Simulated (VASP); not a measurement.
# NaTmI4 (P4/mmm) in VASP: a series of runs, part 3 of 3

VASP 6.6.1.

## 6. Single point, PBE

This run uses another cell than the first one, of 38.32 Å³/atom.

INCAR reads:

```
SYSTEM = NaTmI4
PREC     = Accurate       ! precision mode
ENCUT    = 500            ! plane-wave cutoff, eV
EDIFF    = 1E-6           ! SCF threshold, eV
ISMEAR   = 0              ! smearing method
SIGMA    = 0.1            ! smearing width, eV
LREAL    = .FALSE.        ! projectors in reciprocal space
LASPH    = .TRUE.         ! aspherical terms in the spheres
NELM     = 200            ! most SCF steps
ALGO     = Normal         ! electronic algorithm
ISIF     = 2              ! what is computed and relaxed
LWAVE    = .FALSE.        ! write WAVECAR
LCHARG   = .FALSE.        ! write CHGCAR
GGA      = PE             ! functional
NBANDS   = 31             ! bands
GGA_COMPAT= .FALSE.      
LMAXMIX  = 6              ! l up to which the mixer works
```

KPOINTS reads:

```
regular mesh
0
G
  10 10 4
  0 0 0
```

POSCAR reads:

```
NaTmI4
1.0
    3.7489498378      0.0000000000      0.0000000000
    0.0000000000      3.7489498378      0.0000000000
    0.0000000000      0.0000000000     16.3578211715
Na Tm I
1 1 4
Direct
    0.0000000000      0.0000000000      0.5000000000
    0.0000000000      0.0000000000      0.0000000000
    0.5000000000      0.5000000000      0.3737087393
    0.5000000000      0.5000000000      0.8881328122
    0.5000000000      0.5000000000      0.1118671878
    0.5000000000      0.5000000000      0.6262912607
```

Potentials or basis: VASP PAW PBE potentials, release 64 (Na_pv, Tm_3, I), 4f in core.

On the command line:

```console
$ cat potpaw_PBE.64/Na_pv/POTCAR potpaw_PBE.64/Tm_3/POTCAR potpaw_PBE.64/I/POTCAR > POTCAR
$ mpirun -np 1 vasp_std > vasp.out
```

OUTCAR:

```text
SYSTEM = NaTmI4
   PREC = Accurate
   ENCUT = 500
   EDIFF = 1E-6
   ISMEAR = 0
   LREAL = .FALSE.
   LASPH = .TRUE.
   NELM = 200
   ISIF = 2
   GGA = PE

 ion  position               nearest neighbor table
   1  0.000  0.000  0.500-
   2  0.000  0.000  0.000-   4 3.22   5 3.22   4 3.22   5 3.22   4 3.22   5 3.22   4 3.22   5 3.22

   3  0.500  0.500  0.374-
   4  0.500  0.500  0.888-   2 3.22   2 3.22   2 3.22   2 3.22
   5  0.500  0.500  0.112-   2 3.22   2 3.22   2 3.22   2 3.22
   6  0.500  0.500  0.626-

  LATTYP: Found a simple tetragonal cell.
 ALAT       =     3.7489498378
 C/A-ratio  =     4.3633075606

  Lattice vectors:

 A1 = (   3.7489498378,   0.0000000000,   0.0000000000)
 A2 = (   0.0000000000,   3.7489498378,   0.0000000000)
 A3 = (   0.0000000000,   0.0000000000,  16.3578211715)

Analysis of symmetry for initial positions (statically):
=====================================================================
 Subroutine PRICEL returns:
 Original cell was already a primitive cell.

 Routine SETGRP: Setting up the symmetry group for a
 simple tetragonal supercell.

 Subroutine GETGRP returns: Found 16 space group operations
 (whereof 16 operations were pure point group operations)
 out of a pool of 16 trial point group operations.

The static configuration has the point symmetry D_4h.

Analysis of symmetry for dynamics (positions and initial velocities):
=====================================================================
 Subroutine PRICEL returns:
 Original cell was already a primitive cell.

 Routine SETGRP: Setting up the symmetry group for a
 simple tetragonal supercell.

 Subroutine GETGRP returns: Found 16 space group operations
 (whereof 16 operations were pure point group operations)
 out of a pool of 16 trial point group operations.

The dynamic configuration has the point symmetry D_4h.

 Subroutine INISYM returns: Found 16 space group operations
 (whereof 16 operations are pure point group operations),
 and found     1 'primitive' translations

----------------------------------------------------------------------------------------

                                     Primitive cell

  volume of cell :     229.9030

  direct lattice vectors                    reciprocal lattice vectors
     3.748949838  0.000000000  0.000000000     0.266741366  0.000000000  0.000000000
     0.000000000  3.748949838  0.000000000     0.000000000  0.266741366  0.000000000
     0.000000000  0.000000000 16.357821171     0.000000000  0.000000000  0.061132836

  length of vectors
     3.748949838  3.748949838 16.357821171     0.266741366  0.266741366  0.061132836

  position of ions in fractional coordinates (direct lattice)
     0.000000000  0.000000000  0.500000000
     0.000000000  0.000000000  0.000000000
     0.500000000  0.500000000  0.373708739
     0.500000000  0.500000000  0.888132812
     0.500000000  0.500000000  0.111867188
     0.500000000  0.500000000  0.626291261

  ion indices of the primitive-cell ions
   primitive index   ion index
                 1           1
                 2           2
                 3           3
                 4           4
                 5           5
                 6           6

----------------------------------------------------------------------------------------

 KPOINTS: regular mesh

Automatic generation of k-mesh.
 Grid dimensions read from file:
 generate k-points for:   10   10    4

 Generating k-lattice:

  Cartesian coordinates                     Fractional coordinates (reciprocal lattice)
     0.026674137  0.000000000  0.000000000     0.100000000  0.000000000  0.000000000
     0.000000000  0.026674137  0.000000000     0.000000000  0.100000000  0.000000000
     0.000000000  0.000000000  0.015283209     0.000000000  0.000000000  0.250000000

  Length of vectors
     0.026674137  0.026674137  0.015283209

  Shift w.r.t. Gamma in fractional coordinates (k-lattice)
     0.000000000  0.000000000  0.000000000

 Subroutine IBZKPT returns following result:
 ===========================================

 Found     63 irreducible k-points:

 Following reciprocal coordinates:
            Coordinates               Weight
  0.000000  0.000000  0.000000      1.000000
  0.100000  0.000000  0.000000      4.000000
  0.200000  0.000000  0.000000      4.000000
  0.300000  0.000000  0.000000      4.000000
  0.400000  0.000000  0.000000      4.000000
  0.500000  0.000000  0.000000      2.000000
[... 16 lines left out ...]
  0.100000  0.000000  0.250000      8.000000
  0.200000  0.000000  0.250000      8.000000
 [... further k-points ...]
   k-points           NKPTS =     63   k-points in BZ     NKDIM =     63   number of bands    NBANDS=     31
   number of dos      NEDOS =    301   number of ions     NIONS =      6
   total plane-waves  NPLWV =  94080
   dimension x,y,z NGX =    28 NGY =   28 NGZ =  120
   dimension x,y,z NGXF=    56 NGYF=   56 NGZF=  240
   ions per type =               1   1   4
   NGX,Y,Z   is equivalent  to a cutoff of  12.42, 12.42, 12.20 a.u.
   NGXF,Y,Z  is equivalent  to a cutoff of  24.83, 24.83, 24.39 a.u.
 SYSTEM =  NaTmI4
   PREC   = accura    normal or accurate (medium, high low for compatibility)
   ISTART =      0    job   : 0-new  1-cont  2-samecut
   ICHARG =      2    charge: 1-file 2-atom 10-const
   ISPIN  =      1    spin polarized calculation?
   LNONCOLLINEAR =      F non collinear calculations
   LSORBIT =      F    spin-orbit coupling
   LASPH  =      T    aspherical Exc in radial PAW
   ENCUT  =  500.0 eV  36.75 Ry    6.06 a.u.   6.84  6.84 29.82*2*pi/ulx,y,z
   NELM   =    200;   NELMIN=  2; NELMDL= -5     # of ELM steps
   EDIFF  = 0.1E-05   stopping-criterion for ELM
   LREAL  =      F    real-space projection
   EDIFFG = 0.1E-04   stopping-criterion for IOM
   NSW    =      0    number of steps for IOM
   IBRION =     -1    ionic relax: 0-MD 1-quasi-New 2-CG
   NFREE  =      0    steps in history (QN), initial steepest desc. (CG)
   ISIF   =      2    stress and relaxation
   ISYM   =      2    0-nonsym 1-usesym 2-fastsym
   POTIM  = 0.5000    time-step for ionic-motion
   TEBEG  =    0.0;   TEEND  =   0.0 temperature during run
   PSTRESS=    0.0 pullay stress
   NELECT =      44.0000    total number of electrons
   NUPDOWN=      -1.0000    fix difference up-down
   EMIN   =  10.00;   EMAX   =-10.00  energy-range for DOS
   EFERMI =   0.00;   METHOD = LEGACY
   ISMEAR =     0;   SIGMA  =   0.10  broadening in eV -4-tet -1-fermi 0-gaus
   EFERMI_NEDOS =   21; number of points for ismear=-14 and -15
   IALGO  =     38    algorithm
   IMIX   =      4    mixing-type and parameters
     AMIX     =   0.40;   BMIX     =  1.00
     AMIX_MAG =   1.60;   BMIX_MAG =  1.00
  volume/ion in A,a.u.               =      38.32       258.58
  Fermi-wavevector in a.u.,A,eV,Ry     =   0.943432  1.782829 12.110067  0.890065
  Thomas-Fermi vector in A             =   2.071139
   LORBIT       =      0    0 simple, 1 ext, 2 COOP (PROOUT), +10 PAW based schemes
   GGA     = PE    functional components
   LHFCALC =     F    Hartree Fock is set to
   AEXX    =    0.0000 exact exchange contribution
   IVDW    =     0    specifies the selected vdW correction
   LEPSILON=     F    determine dielectric tensor
   LRPA    =     F    only Hartree local field effects (RPA)
 non-spin polarized calculation
 Gauss-broadening in eV      SIGMA  =   0.10
  energy-cutoff  :      500.00
  volume of cell :      229.90
 maximum number of plane-waves:      5888
 NGX is ok and might be reduce to    28
   NGX = 13   NGY = 13   NGZ = 59

 number of electron      43.9999990 magnetization

 Free energy of the ion-electron system (eV)
  ---------------------------------------------------
  ext. energy  EPLUGINS =         0.00000000
  ---------------------------------------------------
  free energy    TOTEN  =       -17.02620115 eV

  energy without entropy =      -17.00219432  energy(sigma->0) =      -17.01419774

 E-fermi :   2.9558     XC(G=0):  -7.9277

 val. band max:        2.8744770801   @ k =   0.1000   0.0000   0.0000
 cond. band min:       2.9713600956   @ k =   0.0000   0.0000   0.0000
 fundamental gap:      0.0968830156
 Fermi energy:         2.9558473088

 k-point     1 :       0.0000    0.0000    0.0000
  band No.  band energies     occupation
      1     -23.9139      2.00000
      2     -23.6475      2.00000
      3     -23.6475      2.00000
      4     -20.4817      2.00000
      5     -20.4817      2.00000
      6     -20.4735      2.00000
[... 805 lines left out ...]
     30       8.0863      0.00000
     31       8.3243      0.00000

 [... further k-points ...]
[... 5 lines left out ...]
  --------------------------------------------------------------------------------------
  -------------------------------------------------------------------------------------
  Total        0.1714533      0.1714533      0.1834640      0.0000000      0.0000000      0.0000000
  in kB        1.1948456      1.1948456      1.2785471      0.0000000      0.0000000      0.0000000
  external PRESSURE =       1.2227461 kB  Pullay stress =       0.0000000 kB

 VOLUME and BASIS-vectors are now :
 -----------------------------------------------------------------------------
  energy-cutoff  :      500.00
  volume of cell :      229.90
      direct lattice vectors                 reciprocal lattice vectors
     3.748949838  0.000000000  0.000000000     0.266741366  0.000000000  0.000000000
     0.000000000  3.748949838  0.000000000     0.000000000  0.266741366  0.000000000
     0.000000000  0.000000000 16.357821171     0.000000000  0.000000000  0.061132836

 POSITION                                       TOTAL-FORCE (eV/Angst)
 -----------------------------------------------------------------------------------
      0.00000      0.00000      8.17891        -0.000000     -0.000000      0.000000
      0.00000      0.00000      0.00000        -0.000000     -0.000000      0.000000
      1.87447      1.87447      6.11306        -0.000000      0.000000      0.000286
      1.87447      1.87447     14.52792        -0.000000      0.000000     -0.035073
      1.87447      1.87447      1.82990         0.000000     -0.000000      0.035073
      1.87447      1.87447     10.24476         0.000000      0.000000     -0.000286
 -----------------------------------------------------------------------------------
    total drift:                               -0.000000      0.000000     -0.000000

  FREE ENERGIE OF THE ION-ELECTRON SYSTEM (eV)
  ---------------------------------------------------
  free  energy   TOTEN  =       -17.0262011465 eV

  energy  without entropy=      -17.0021943240  energy(sigma->0) =      -17.01419774
```

It took 3.5 min on 1 thread of Intel Xeon 6975P-C (Granite Rapids), shared host; peak memory 0.55 GiB.

Results:

```
Free energy            : -17.0262 eV
Pressure               : 0.1 GPa
Largest force          : 0.035 eV/Å
Band gap on the k mesh : zero (bands 22 and 23 overlap by 0.65 eV)
```

Forces in eV/Å, atoms in the order of the input:
```
Na   0.000  0.000  0.000
Tm   0.000  0.000  0.000
I    0.000  0.000  0.000
I    0.000  0.000 -0.035
I    0.000  0.000  0.035
I    0.000  0.000  0.000
```

Caveat: spin-orbit coupling is left out, which moves the levels of the heavy elements; the 4f electrons are frozen in the core, so they carry no moment and show no levels; the run has no spin polarisation, though such a crystal can be magnetic. Spin polarisation is off, so any magnetic state and its effect on volume and gap are missing.

## 7. Overview

```tsv
task	cell	k mesh	gap on the mesh (eV)	pressure (GPa)	largest force (eV/Å)
single point	a = 3.782, b = 3.782, c = 14.254 Å, 6 atoms, atomic positions A	4 × 4 × 2	none	1.8	1.41
single point	a = 3.749, b = 3.749, c = 16.287 Å, 6 atoms, atomic positions B	4 × 4 × 2	none	0.2	0.04
relaxation of cell and atoms	relaxed from a = 3.782, b = 3.782, c = 14.254 Å, 6 atoms, atomic positions A	4 × 4 × 2	none	0.1	0.03
single point	a = 3.749, b = 3.749, c = 16.358 Å, 6 atoms, atomic positions B	10 × 10 × 4	none	0.1	0.04
```

Alike in all rows: level PBE; potentials or basis VASP PAW PBE potentials, release 64 (Na_pv, Tm_3, I), 4f in core; no spin polarisation; cutoff (eV) 500; smearing gaussian 0.1 eV.

Caveats: some runs use coarse meshes; spin-orbit coupling is left out, which moves the levels of the heavy elements; the 4f electrons are frozen in the core, so they carry no moment and show no levels; the run has no spin polarisation, though such a crystal can be magnetic; forces of over 1 eV/Å act on the atoms, so gaps and moduli don't describe the material at rest (at least some runs).

Total energies depend on the potentials used, so only differences within one code and one set of settings carry meaning.
